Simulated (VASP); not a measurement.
A run of VASP 6.6.1 is set up as follows.

Contents of INCAR:

```
PREC     = Accurate       # precision mode
ENCUT    = 520            # plane-wave cutoff, eV
EDIFF    = 1E-7           # SCF threshold, eV
ISMEAR   = -1             # smearing method
SIGMA    = 0.05           # smearing width, eV
LREAL    = False          # projectors in reciprocal space
LASPH    = True           # aspherical terms in the spheres
NELM     = 150            # most SCF steps
ALGO     = Fast           # electronic algorithm
ISIF     = 2              # what is computed and relaxed
LWAVE    = False          # write WAVECAR
LCHARG   = False          # write CHGCAR
ISPIN    = 2              # spin polarisation
MAGMOM   = 3              # initial moments
LORBIT   = 11             # projections on sites
LMAXMIX  = 4              # l up to which the mixer works
GGA      = PE             # functional
NBANDS   = 14             # bands
```

File KPOINTS:

```
regular mesh
0
Gamma
  13 13 13
```

POSCAR

```
Fe
1.0
   -1.4619890197      1.4619890197      1.4619890197
    1.4619890197     -1.4619890197      1.4619890197
    1.4619890197      1.4619890197     -1.4619890197
Fe
1
Direct
    0.0000000000      0.0000000000      0.0000000000
```

Potentials or basis: VASP PAW PBE potentials, release 64 (Fe).

Command:

```sh
$ cat potpaw_PBE.64/Fe/POTCAR > POTCAR
$ mpirun -np 1 vasp_std > vasp.out
```

(1) What does it give for the pressure?

(2) Estimate the site moments.

Answers

(1) -12.4 GPa.

(2) Fe +2.46 μB.
